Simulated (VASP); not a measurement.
Crystal: PbF2.

```xyz
3
Lattice="0.0000 3.0003 3.0003 3.0003 0.0000 3.0003 3.0003 3.0003 0.0000" Properties=species:S:1:pos:R:3 pbc="T T T"
Pb    0.0000    0.0000    0.0000
F     1.5002    1.5002    1.5002
F     4.5005    4.5005    4.5005
```

- Program: VASP 6.6.1
- Task: relaxation of cell and atoms
- Functional: r2SCAN
- Potentials or basis: VASP PAW PBE potentials, release 64 (Pb_d, F)
- Cutoff: 600 eV
- k mesh: 6 × 6 × 6
- Occupations: fermi-dirac, width 0.02 eV
- Spin: no spin polarisation

At the start: pressure -3.0 GPa; volume 18.01 Å³/atom.

**Question.** How do energy, volume and symmetry change on relaxing?

**Answer.** Over 3 steps the energy falls by 7.1 meV/atom and the volume is 17.27 Å³/atom (-4.1 %); space group Fm-3m (No. 225, to 0.1 Å) before and after.

The path:
```tsv
step	energy change (eV)	largest force (eV/Å)	pressure (GPa)	volume (Å³)
1	0.0000	0.0000	-2.96	54.02
2	-0.0208	0.0000	0.52	51.46
3	-0.0213	0.0000	0.00	51.80
```

Final structure:
```
CELL_PARAMETERS angstrom
0.00000 2.95862 2.95862
2.95862 0.00000 2.95862
2.95862 2.95862 0.00000
ATOMIC_POSITIONS crystal
Pb 0.00000 0.00000 0.00000
F 0.25000 0.25000 0.25000
F 0.75000 0.75000 0.75000
```

Caveat: the PAW data sets were made with another functional, which shifts forces and pressure a little.
